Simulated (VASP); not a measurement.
Write the native input for VASP 6.6.1 that does the following.

```
Task                   : relaxation of cell and atoms
Functional             : PBEsol
Potentials or basis    : VASP PAW PBE potentials, release 64 (Zn, S)
Cutoff                 : 600 eV
k mesh                 : 6 × 6 × 4
Occupations            : gaussian, width 0.01 eV
Spin                   : no spin polarisation
Target pressure        : 10 GPa
Dipole correction      : no
Further INCAR settings : ALGO = Normal; EDIFF = 1e-06; IBRION = 2; EDIFFG = -0.002; NSW = 100; ISIF = 3
```

The structure of ZnS lies in POSCAR:

```
ZnS
1.0
    3.7815781040      0.0000000000      0.0000000000
   -1.8907890520      3.2749427044      0.0000000000
    0.0000000000      0.0000000000      6.2089610126
Zn S
2 2
Direct
    0.3333333333      0.6666666667      0.0054423634
    0.6666666667      0.3333333333      0.5054423634
    0.3333333333      0.6666666667      0.3795576366
    0.6666666667      0.3333333333      0.8795576366
```

These files were run (other wordings do the same):

INCAR

```
PREC = Accurate
ENCUT = 600
EDIFF = 1E-6
ISMEAR = 0
SIGMA = 0.01
LREAL = F
LASPH = T
NELM = 100
ALGO = Normal
ISIF = 3
LWAVE = F
LCHARG = F
GGA = PS
IBRION = 2
NSW = 100
EDIFFG = -0.002
PSTRESS = 100.0
```

KPOINTS

```
Automatic mesh
0
Gamma
  6 6 4
```

Potentials or basis: VASP PAW PBE potentials, release 64 (Zn, S).

Launch:

```bash
$ cat potpaw_PBE.64/Zn/POTCAR potpaw_PBE.64/S/POTCAR > POTCAR
$ mpirun -np 1 vasp_std > vasp.out
```

It gave:

The relaxed volume is 17.41 Å³/atom, the relaxed cell is a = 3.653 Å, b = 3.653 Å, c = 6.025 Å, α = 90.00°, β = 90.00°, γ = 120.00° and the space group after relaxing (to 0.1 Å) is P6_3mc (No. 186). The energy change on relaxing (the run minimises the enthalpy) is +53.0 meV/atom and the ionic steps are 31. The pressure after relaxing is 10.0 GPa. The band gap on the k mesh is 2.60 eV.

Caveat: the cell is relaxed towards a set pressure, so the run minimises the enthalpy, not the energy; the PAW data sets were made with another functional, which shifts forces and pressure a little.

Wall time 6.6 min on 1 thread of Intel(R) Xeon(R) Platinum 8259CL CPU @ 2.50GHz (Skylake/Cascade Lake), with other jobs on the host, peak memory 0.22 GiB.
